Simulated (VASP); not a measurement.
# C (R-3m) in VASP: a series of runs

The runs below take C through single point, with r2SCAN.

All numbers are computed with VASP 6.6.1; they aren't measurements. Logs are shortened: lines on timing, memory, paths and dates and some standing lists are left out, and cuts for length are marked.

## (1) The cell of the first run

It takes space group R-3m (No. 166, trigonal). The conventional cell has a = 2.442 Å, b = 2.442 Å, c = 6.186 Å, α = 90.00°, β = 90.00°, γ = 120.00°. Within 2.0 Å of C (site symmetry 3m) lie 4 C at 1.50 to 1.54 Å.

## (2) Single point, r2SCAN (epitaxial 111 strain -3.0%)

Input file POSCAR:

```
C
1.0
    0.0392608608      1.7659812790      1.7659812790
    1.7659812790      0.0392608608      1.7659812790
    1.7659812790      1.7659812790      0.0392608608
C
2
Direct
    0.0002892538      0.0002892538      0.0002892538
    0.2497107462      0.2497107462      0.2497107462
```

Input file INCAR.step1:

```
SYSTEM = C
PREC = Accurate
ENCUT = 520
ISMEAR = 0
SIGMA = 0.01
LREAL = .FALSE.
LASPH = .TRUE.
NELM = 100
NBANDS = 11
GGA = PE
ALGO = Normal
EDIFF = 1E-4
LWAVE = .TRUE.
LCHARG = .FALSE.
```

Input file INCAR.step2:

```
SYSTEM = C
PREC = Accurate
ENCUT = 520
EDIFF = 1E-6
ISMEAR = 0
SIGMA = 0.01
LREAL = .FALSE.
LASPH = .TRUE.
NELM = 100
ALGO = Normal
ISIF = 2
LWAVE = .FALSE.
LCHARG = .FALSE.
METAGGA = R2SCAN
LMIXTAU = .TRUE.
NBANDS = 11
ISTART = 1
```

Input file KPOINTS:

```
regular mesh
0
G
  12 12 12
  0 0 0
```

Potentials or basis: VASP PAW PBE potentials, release 64 (C).

Started as:

```sh
cat potpaw_PBE.64/C/POTCAR > POTCAR
cp INCAR.step1 INCAR
mpirun -np 1 vasp_std > vasp.out
cp INCAR.step2 INCAR
mpirun -np 1 vasp_std > vasp.out
```

OUTCAR:

```text
SYSTEM = C
   PREC = Accurate
   ENCUT = 520
   EDIFF = 1E-6
   ISMEAR = 0
   LREAL = .FALSE.
   LASPH = .TRUE.
   NELM = 100
   ISIF = 2
   METAGGA = R2SCAN
   ISTART = 1

 ion  position               nearest neighbor table
   1  0.000  0.000  0.000-   2 1.50   2 1.50   2 1.50   2 1.54
   2  0.250  0.250  0.250-   1 1.50   1 1.50   1 1.50   1 1.54

  LATTYP: Found a trigonal (rhomboedric) cell.
 ALAT       =     2.4977832514
 COS(alpha) =     0.5221027288

  Lattice vectors:

 A1 = (   0.0392608608,   1.7659812790,   1.7659812790)
 A2 = (   1.7659812790,   0.0392608608,   1.7659812790)
 A3 = (   1.7659812790,   1.7659812790,   0.0392608608)

Analysis of symmetry for initial positions (statically):
=====================================================================
 Subroutine PRICEL returns:
 Original cell was already a primitive cell.

 Routine SETGRP: Setting up the symmetry group for a
 trigonal (rhombohedral) supercell.

 Subroutine GETGRP returns: Found 12 space group operations
 (whereof  6 operations were pure point group operations)
 out of a pool of 12 trial point group operations.

The static configuration has the point symmetry C_3v.
 The point group associated with its full space group is D_3d.

Analysis of symmetry for dynamics (positions and initial velocities):
=====================================================================
 Subroutine PRICEL returns:
 Original cell was already a primitive cell.

 Routine SETGRP: Setting up the symmetry group for a
 trigonal (rhombohedral) supercell.

 Subroutine GETGRP returns: Found 12 space group operations
 (whereof  6 operations were pure point group operations)
 out of a pool of 12 trial point group operations.

The dynamic configuration has the point symmetry C_3v.
 The point group associated with its full space group is D_3d.

 Subroutine INISYM returns: Found 12 space group operations
 (whereof  6 operations are pure point group operations),
 and found     1 'primitive' translations

----------------------------------------------------------------------------------------

                                     Primitive cell

  volume of cell :      10.6478

  direct lattice vectors                    reciprocal lattice vectors
     0.039260861  1.765981279  1.765981279    -0.292749672  0.286382879  0.286382879
     1.765981279  0.039260861  1.765981279     0.286382879 -0.292749672  0.286382879
     1.765981279  1.765981279  0.039260861     0.286382879  0.286382879 -0.292749672

  length of vectors
     2.497783251  2.497783251  2.497783251     0.499732605  0.499732605  0.499732605

  position of ions in fractional coordinates (direct lattice)
     0.000289254  0.000289254  0.000289254
     0.249710746  0.249710746  0.249710746

  ion indices of the primitive-cell ions
   primitive index   ion index
                 1           1
                 2           2

----------------------------------------------------------------------------------------

 KPOINTS: regular mesh

Automatic generation of k-mesh.
 Grid dimensions read from file:
 generate k-points for:   12   12   12

 Generating k-lattice:

  Cartesian coordinates                     Fractional coordinates (reciprocal lattice)
    -0.024395806  0.023865240  0.023865240     0.083333333  0.000000000 -0.000000000
     0.023865240 -0.024395806  0.023865240     0.000000000  0.083333333 -0.000000000
     0.023865240  0.023865240 -0.024395806     0.000000000  0.000000000  0.083333333

  Length of vectors
     0.041644384  0.041644384  0.041644384

  Shift w.r.t. Gamma in fractional coordinates (k-lattice)
     0.000000000  0.000000000  0.000000000

 Subroutine IBZKPT returns following result:
 ===========================================

 Found    189 irreducible k-points:

 Following reciprocal coordinates:
            Coordinates               Weight
  0.000000  0.000000  0.000000      1.000000
  0.083333  0.000000  0.000000      6.000000
  0.166667 -0.000000 -0.000000      6.000000
  0.250000  0.000000 -0.000000      6.000000
  0.333333  0.000000  0.000000      6.000000
  0.416667  0.000000  0.000000      6.000000
[... 16 lines left out ...]
  0.500000  0.166667 -0.000000     12.000000
 -0.416667  0.166667  0.000000     12.000000
 [... further k-points ...]
   k-points           NKPTS =    189   k-points in BZ     NKDIM =    189   number of bands    NBANDS=     11
   number of dos      NEDOS =    301   number of ions     NIONS =      2
   total plane-waves  NPLWV =   8000
   dimension x,y,z NGX =    20 NGY =   20 NGZ =   20
   dimension x,y,z NGXF=    40 NGYF=   40 NGZF=   40
   ions per type =               2
   NGX,Y,Z   is equivalent  to a cutoff of  13.31, 13.31, 13.31 a.u.
   NGXF,Y,Z  is equivalent  to a cutoff of  26.62, 26.62, 26.62 a.u.
 SYSTEM =  C
   PREC   = accura    normal or accurate (medium, high low for compatibility)
   ISTART =      1    job   : 0-new  1-cont  2-samecut
[... 59 lines left out ...]
 fundamental gap:      4.3998496279
 Fermi energy:        10.9485972786

 k-point     1 :       0.0000    0.0000    0.0000
  band No.  band energies     occupation
      1     -12.9408      2.00000
      2      10.5335      2.00000
      3      10.7087      2.00000
      4      10.7087      2.00000
      5      15.9261      0.00000
      6      17.0064      0.00000
      7      17.0064      0.00000
      8      26.1184      0.00000
      9      31.9782      0.00000
     10      38.7817      0.00000
     11      38.7817      0.00000

 k-point     2 :       0.0833    0.0000    0.0000
  band No.  band energies     occupation
      1     -12.7278      2.00000
      2       9.3618      2.00000
      3      10.1614      2.00000
      4      10.3219      2.00000
      5      16.4799      0.00000
      6      17.4988      0.00000
      7      17.7203      0.00000
      8      26.2767      0.00000
      9      32.3258      0.00000
     10      36.3652      0.00000
     11      36.7411      0.00000

 k-point     3 :       0.1667   -0.0000   -0.0000
  band No.  band energies     occupation
      1     -12.0910      2.00000
      2       6.5907      2.00000
      3       9.3508      2.00000
      4       9.4876      2.00000
      5      17.5901      0.00000
      6      18.5457      0.00000
      7      18.8697      0.00000
      8      26.7043      0.00000
      9      32.9550      0.00000
     10      34.5747      0.00000
     11      35.1221      0.00000

 k-point     4 :       0.2500    0.0000   -0.0000
  band No.  band energies     occupation
      1     -11.0389      2.00000
      2       3.4646      2.00000
      3       8.5452      2.00000
      4       8.6308      2.00000
      5      18.5641      0.00000
      6      19.4721      0.00000
      7      19.7289      0.00000
      8      27.2431      0.00000
      9      33.1308      0.00000
     10      34.2731      0.00000
     11      34.8637      0.00000

 k-point     5 :       0.3333    0.0000    0.0000
  band No.  band energies     occupation
      1      -9.5921      2.00000
      2       0.3884      2.00000
      3       7.9206      2.00000
      4       7.9513      2.00000
      5      19.0715      0.00000
      6      19.9387      0.00000
      7      20.2573      0.00000
      8      27.6738      0.00000
      9      33.4378      0.00000
     10      35.1938      0.00000
     11      36.0602      0.00000
[... 211 lines left out ...]
 k-point    21 :       0.3333    0.1667    0.0000
  band No.  band energies     occupation
      1      -9.8938      2.00000
      2       2.8392      2.00000
      3       6.1267      2.00000
      4       6.7647      2.00000
      5      17.0926      0.00000
      6      22.4029      0.00000
      7      22.7786      0.00000
      8      23.8465      0.00000
      9      33.7322      0.00000
     10      34.5743      0.00000
     11      39.3508      0.00000

 k-point    22 :       0.4167    0.1667   -0.0000
  band No.  band energies     occupation
      1      -8.3492      2.00000
      2       0.0066      2.00000
      3       5.7936      2.00000
      4       5.9177      2.00000
      5      17.6784      0.00000
      6      22.4837      0.00000
      7      23.1824      0.00000
      8      25.0365      0.00000
      9      33.9149      0.00000
     10      35.3561      0.00000
     11      39.8189      0.00000

 k-point    23 :       0.5000    0.1667   -0.0000
  band No.  band energies     occupation
      1      -6.5619      2.00000
      2      -2.5253      2.00000
      3       5.0171      2.00000
      4       6.0299      2.00000
      5      18.0700      0.00000
      6      22.1192      0.00000
      7      23.2966      0.00000
      8      26.9209      0.00000
      9      32.7771      0.00000
     10      37.0447      0.00000
     11      39.0351      0.00000

 k-point    24 :      -0.4167    0.1667    0.0000
  band No.  band energies     occupation
      1      -5.9882      2.00000
      2      -3.2156      2.00000
      3       4.5012      2.00000
      4       6.4828      2.00000
      5      18.5494      0.00000
      6      21.5420      0.00000
      7      23.2275      0.00000
      8      28.0628      0.00000
      9      32.0805      0.00000
     10      36.3994      0.00000
     11      38.0733      0.00000

 [... further k-points ...]
[... 5 lines left out ...]
  --------------------------------------------------------------------------------------
  -------------------------------------------------------------------------------------
  Total        2.0576723      2.0576723      2.0576723     -0.9890953     -0.9890953     -0.9890953
  in kB      309.6176621    309.6176621    309.6176621   -148.8290253   -148.8290253   -148.8290253
  external PRESSURE =     309.6176621 kB  Pullay stress =       0.0000000 kB

 VOLUME and BASIS-vectors are now :
 -----------------------------------------------------------------------------
  energy-cutoff  :      520.00
  volume of cell :       10.65
      direct lattice vectors                 reciprocal lattice vectors
     0.039260861  1.765981279  1.765981279    -0.292749672  0.286382879  0.286382879
     1.765981279  0.039260861  1.765981279     0.286382879 -0.292749672  0.286382879
     1.765981279  1.765981279  0.039260861     0.286382879  0.286382879 -0.292749672

 POSITION                                       TOTAL-FORCE (eV/Angst)
 -----------------------------------------------------------------------------------
      0.00103      0.00103      0.00103         0.008318      0.008318      0.008318
      0.89177      0.89177      0.89177        -0.008318     -0.008318     -0.008318
 -----------------------------------------------------------------------------------
    total drift:                               -0.000000     -0.000000     -0.000000

  FREE ENERGIE OF THE ION-ELECTRON SYSTEM (eV)
  ---------------------------------------------------
  free  energy   TOTEN  =       -19.5628594159 eV

  energy  without entropy=      -19.5628594159  energy(sigma->0) =      -19.56285942
```

Run time: 82 s. Hardware: 1 thread of AMD EPYC 9R45 (Zen 5), shared host; peak memory 0.1 GiB.

What came out:

| Item | Value |
| --- | --- |
| Free energy | -19.5629 eV |
| Pressure | 31.0 GPa |
| Largest force | 0.014 eV/Å |
| Band gap on the k mesh | 4.40 eV, indirect (least direct gap 5.22 eV) |

Forces in eV/Å, atoms in the order of the input:
```
C    0.008  0.008  0.008
C   -0.008 -0.008 -0.008
```

Stress tensor (GPa, compression positive):
```
 30.96 -14.88 -14.88
-14.88  30.96 -14.88
-14.88 -14.88  30.96
```

Caveat: the cell differs from its parent crystal (epitaxial 111 strain -3.0%); the PAW data sets were made with another functional, which shifts forces and pressure a little.

## (3) Single point, r2SCAN (epitaxial 111 strain -2.0%)

Input file POSCAR:

```
C
1.0
    0.0261361777      1.7706578374      1.7706578374
    1.7706578374      0.0261361777      1.7706578374
    1.7706578374      1.7706578374      0.0261361777
C
2
Direct
    0.0001661688      0.0001661688      0.0001661688
    0.2498338312      0.2498338312      0.2498338312
```

Input file INCAR.step1:

```
PREC = Accurate ; ENCUT = 520
ISMEAR = 0 ; SIGMA = 0.01
LREAL = False ; LASPH = True
NELM = 100 ; NBANDS = 11
GGA = PE ; ALGO = Normal
EDIFF = 1E-4 ; LWAVE = True
LCHARG = False
```

Input file INCAR.step2:

```
PREC = Accurate ; ENCUT = 520
EDIFF = 1E-7 ; ISMEAR = 0
SIGMA = 0.01 ; LREAL = False
LASPH = True ; NELM = 100
ALGO = Normal ; ISIF = 2
LWAVE = False ; LCHARG = False
METAGGA = R2SCAN ; LMIXTAU = True
NBANDS = 11 ; ISTART = 1
```

Input file KPOINTS:

```
regular mesh
0
Gamma
  12 12 12
```

Potentials or basis: VASP PAW PBE potentials, release 64 (C).

Started as:

```sh
cat potpaw_PBE.64/C/POTCAR > POTCAR
cp INCAR.step1 INCAR
mpirun -np 1 vasp_std > vasp.out
cp INCAR.step2 INCAR
mpirun -np 1 vasp_std > vasp.out
```

Wall time 72 s (1 thread of AMD EPYC 9R45 (Zen 5), shared host); peak memory 0.09 GiB.

The run converged. Its results:

```yaml
Free_energy: -19.6149 eV
Pressure: 20.1 GPa
Largest_force: 0.010 eV/Å
Band_gap_on_the_k_mesh: 4.40 eV, indirect (least direct gap 5.45 eV)
```

Forces in eV/Å, atoms in the order of the input:
```
C    0.006  0.006  0.006
C   -0.006 -0.006 -0.006
```

Stress tensor (GPa, compression positive):
```
20.12 -9.48 -9.48
-9.48 20.12 -9.48
-9.48 -9.48 20.12
```

Levels at points of the mesh, in eV from the valence-band top:
| k point | band 2 | band 3 | band 4 | band 5 | band 6 | band 7 |
| --- | --- | --- | --- | --- | --- | --- |
| (0.00, 0.00, 0.00) | -0.09 | 0.00 | 0.00 | 5.45 | 6.15 | 6.15 |
| (0.50, 0.00, 0.00) | -14.58 | -3.21 | -3.18 | 8.66 | 9.20 | 9.66 |
| (0.50, 0.50, 0.00) | -13.86 | -7.13 | -6.80 | 4.75 | 5.39 | 18.51 |
| (0.50, 0.50, 0.50) | -14.57 | -2.90 | -2.90 | 9.18 | 9.18 | 10.29 |

Caveat: the cell differs from its parent crystal (epitaxial 111 strain -2.0%); the PAW data sets were made with another functional, which shifts forces and pressure a little. A k mesh can miss the band edges.

## (4) Single point, r2SCAN (epitaxial 111 strain -1.0%)

Input file POSCAR:

```
C
1.0
    0.0130558426      1.7753787438      1.7753787438
    1.7753787438      0.0130558426      1.7753787438
    1.7753787438      1.7753787438      0.0130558426
C
2
Direct
    0.0000703803      0.0000703803      0.0000703803
    0.2499296197      0.2499296197      0.2499296197
```

Input file INCAR.step1:

```
SYSTEM = C
PREC     = Accurate       ! precision mode
ENCUT    = 520            ! plane-wave cutoff, eV
ISMEAR   = 0              ! smearing method
SIGMA    = 0.01           ! smearing width, eV
LREAL    = .FALSE.        ! projectors in reciprocal space
LASPH    = .TRUE.         ! aspherical terms in the spheres
NELM     = 60             ! most SCF steps
NBANDS   = 11             ! bands
GGA      = PE             ! functional
ALGO     = Normal         ! electronic algorithm
EDIFF    = 1E-4           ! SCF threshold, eV
LWAVE    = .TRUE.         ! write WAVECAR
LCHARG   = .FALSE.        ! write CHGCAR
```

Input file INCAR.step2:

```
SYSTEM = C
PREC     = Accurate       ! precision mode
ENCUT    = 520            ! plane-wave cutoff, eV
EDIFF    = 1E-6           ! SCF threshold, eV
ISMEAR   = 0              ! smearing method
SIGMA    = 0.01           ! smearing width, eV
LREAL    = .FALSE.        ! projectors in reciprocal space
LASPH    = .TRUE.         ! aspherical terms in the spheres
NELM     = 60             ! most SCF steps
ALGO     = Normal         ! electronic algorithm
ISIF     = 2              ! what is computed and relaxed
LWAVE    = .FALSE.        ! write WAVECAR
LCHARG   = .TRUE.         ! write CHGCAR
METAGGA  = R2SCAN         ! meta-GGA
LMIXTAU  = .TRUE.       
LELF     = .TRUE.         ! ELF
LVHAR    = .TRUE.       
NBANDS   = 11             ! bands
ISTART   = 1
```

Input file KPOINTS:

```
Automatic mesh
0
G
  12 12 12
  0 0 0
```

Started as:

```sh
cat potpaw_PBE.64/C/POTCAR > POTCAR
cp INCAR.step1 INCAR
mpirun -np 1 vasp_std > vasp.out
cp INCAR.step2 INCAR
mpirun -np 1 vasp_std > vasp.out
```

Run time: 84 s. Hardware: 1 thread of AMD EPYC 9R45 (Zen 5), shared host; peak memory 0.1 GiB.

The run converged. Its results:

| Item | Value |
| --- | --- |
| Free energy | -19.6459 eV |
| Pressure | 10.2 GPa |
| Largest force | 0.005 eV/Å |
| Band gap on the k mesh | 4.39 eV, indirect (least direct gap 5.66 eV) |

Forces on the atoms (eV/Å):
```
C    0.003  0.003  0.003
C   -0.003 -0.003 -0.003
```

Stress tensor (GPa, compression positive):
```
10.20 -4.53 -4.53
-4.53 10.20 -4.53
-4.53 -4.53 10.20
```

Levels at points of the mesh, in eV from the valence-band top:
| k point | band 1 | band 2 | band 3 | band 4 | band 5 | band 6 | band 7 | band 8 |
| --- | --- | --- | --- | --- | --- | --- | --- | --- |
| (0.00, 0.00, 0.00) | -23.05 | -0.03 | 0.00 | 0.00 | 5.66 | 6.00 | 6.00 | 14.41 |
| (0.50, 0.00, 0.00) | -16.90 | -14.34 | -3.10 | -3.08 | 8.80 | 9.05 | 9.42 | 16.91 |
| (0.50, 0.50, 0.00) | -13.82 | -13.74 | -6.90 | -6.74 | 4.89 | 5.20 | 18.24 | 18.26 |
| (0.50, 0.50, 0.50) | -17.12 | -14.33 | -2.95 | -2.95 | 9.04 | 9.04 | 9.74 | 16.97 |

Caveat: the cell differs from its parent crystal (epitaxial 111 strain -1.0%); the PAW data sets were made with another functional, which shifts forces and pressure a little. A k mesh can miss the band edges.

## (5) Single point, r2SCAN (epitaxial 111 strain +1.0%)

Input file POSCAR:

```
C
1.0
   -0.0129763838      1.7849490001      1.7849490001
    1.7849490001     -0.0129763838      1.7849490001
    1.7849490001      1.7849490001     -0.0129763838
C
2
Direct
   -0.0000464490     -0.0000464490     -0.0000464490
    0.2500464490      0.2500464490      0.2500464490
```

Input file INCAR.step1:

```
SYSTEM = C
PREC = Accurate
ENCUT = 520
ISMEAR = 0
SIGMA = 0.01
LREAL = .False.
LASPH = .True.
NELM = 100
NBANDS = 11
GGA = PE
ALGO = Normal
EDIFF = 1E-4
LWAVE = .True.
LCHARG = .False.
```

Input file INCAR.step2:

```
SYSTEM = C
PREC = Accurate
ENCUT = 520
EDIFF = 1E-7
ISMEAR = 0
SIGMA = 0.01
LREAL = .False.
LASPH = .True.
NELM = 100
ALGO = Normal
ISIF = 2
LWAVE = .False.
LCHARG = .False.
METAGGA = R2SCAN
LMIXTAU = .True.
NBANDS = 11
ISTART = 1
```

Input file KPOINTS:

```
regular mesh
0
Gamma
  12 12 12
  0 0 0
```

Started as:

```sh
cat potpaw_PBE.64/C/POTCAR > POTCAR
cp INCAR.step1 INCAR
mpirun -np 1 vasp_std > vasp.out
cp INCAR.step2 INCAR
mpirun -np 1 vasp_std > vasp.out
```

Run time: 81 s. Hardware: 1 thread of AMD EPYC 9R45 (Zen 5), shared host; peak memory 0.1 GiB.

Results (log left out):

- Free energy: -19.6502 eV
- Pressure: -7.1 GPa
- Largest force: 0.005 eV/Å
- Band gap on the k mesh: 4.30 eV, indirect (least direct gap 5.69 eV)

Forces in eV/Å, atoms in the order of the input:
```
C   -0.003 -0.003 -0.003
C    0.003  0.003  0.003
```

Stress tensor (GPa, compression positive):
```
-7.14  4.12  4.12
 4.12 -7.14  4.12
 4.12  4.12 -7.14
```

Levels at points of the mesh, in eV from the valence-band top:
```tsv
k point	band 1	band 2	band 3	band 4	band 5	band 6	band 7	band 8	band 9
(0.00, 0.00, 0.00)	-22.52	-0.01	-0.01	0.00	5.69	5.69	6.00	13.50	20.21
(0.50, 0.00, 0.00)	-16.70	-13.89	-2.93	-2.90	8.73	8.82	9.14	16.57	22.98
(0.50, 0.50, 0.00)	-13.54	-13.45	-6.66	-6.50	4.81	5.11	17.63	17.67	24.28
(0.50, 0.50, 0.50)	-16.49	-13.91	-3.05	-3.05	8.67	8.75	8.75	16.52	23.02
```

Caveat: the cell differs from its parent crystal (epitaxial 111 strain +1.0%); the PAW data sets were made with another functional, which shifts forces and pressure a little. A k mesh can miss the band edges.

## (6) Summary

| cell | gap on the mesh (eV) | pressure (GPa) | largest force (eV/Å) |
| --- | --- | --- | --- |
| a = 2.498 Å, angles 58.5°, 2 atoms | 4.40 | 31.0 | 0.01 |
| a = 2.504 Å, angles 59.0°, 2 atoms | 4.40 | 20.1 | 0.01 |
| a = 2.511 Å, angles 59.5°, 2 atoms | 4.39 | 10.2 | - |
| a = 2.524 Å, angles 60.5°, 2 atoms | 4.30 | -7.1 | - |

Alike in all rows: task single point; level r2SCAN; potentials or basis VASP PAW PBE potentials, release 64 (C); no spin polarisation; k mesh 12 × 12 × 12; cutoff (eV) 520; smearing gaussian 0.01 eV.

Caveats: the PAW data sets were made with another functional, which shifts forces and pressure a little.

Total energies depend on the potentials used, so only differences within one code and one set of settings carry meaning.
